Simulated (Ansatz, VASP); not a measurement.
TaZn2B3: VASP beside Ansatz

```xyz
6
Lattice="3.2717 0.0000 0.0000 0.0000 4.6973 0.0000 0.0000 0.0000 5.3476" Properties=species:S:1:pos:R:3 pbc="T T T"
Ta    0.0000    0.0000    0.0000
Zn    0.0000    2.3486    1.5443
Zn    0.0000    2.3486    3.8033
B     2.1793    2.3486    0.0000
B     1.0924    2.3486    0.0000
B     1.6358    2.3486    2.6738
```

Alike in both runs: task single point; functional PBE; k mesh 6 × 4 × 4; occupations gaussian, width 0.1 eV; no spin polarisation.

|  | VASP | Ansatz |
| --- | --- | --- |
| version | VASP 6.6.1 | Ansatz 0.2.0 |
| potentials or method | VASP PAW PBE potentials, release 64 (Ta_pv, Zn, B), cutoff 520 eV | scalar-relativistic, plane waves, PAW |
| valence electrons in the cell | 44 | 46 |

Ansatz gave:

```
gap on the k mesh at the Fermi level (eV) : none
rms of the force components (eV/Å)        : 13.311
```

What did VASP give for the same quantities?

gap on the k mesh at the Fermi level (eV): none; rms of the force components (eV/Å): 13.627.

Atom by atom the forces differ by 0.317 eV/Å (rms over components). A gap of «none» marks a metal or a gap that the smearing closes. VASP's potentials hold 44 valence electrons a cell and Ansatz's 46, so a difference there can come from the potentials and not from the codes.

Neither program's run includes spin-orbit coupling.
